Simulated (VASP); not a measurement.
MnS:

```
CELL_PARAMETERS angstrom
3.97600 0.00000 0.00000
-1.98800 3.44332 0.00000
0.00000 0.00000 6.43200
ATOMIC_POSITIONS crystal
Mn 0.33333 0.66667 0.00000
Mn 0.66667 0.33333 0.50000
S 0.33333 0.66667 0.38500
S 0.66667 0.33333 0.88500
```

Base run:

```yaml
Program: VASP 6.6.1
Functional: PBE
Potentials_or_basis: VASP PAW PBE potentials, release 64 (Mn_pv, S)
Cutoff: 520 eV
k_mesh: 6 × 6 × 3
Occupations: fermi-dirac, width 0.03 eV
Spin: collinear spin, ferromagnetic start
Starting_moments: "[1.8, 1.8, 0.0, 0.0] μB"
```

Its results: pressure 1.4 GPa; net moment 9.94 μB per cell; largest force 0.190 eV/Å.

The run is repeated on the same cell with these changes: moments at the start from [1.8, 1.8, 0.0, 0.0] to [0.45, 0.45, 0.0, 0.0]. What comes out?

Pressure -17.5 GPa; net moment -0.05 μB per cell; largest force 0.380 eV/Å.

Caveats: only a ferromagnetic start was run, and an antiferromagnetic order may lie lower in energy (some runs).
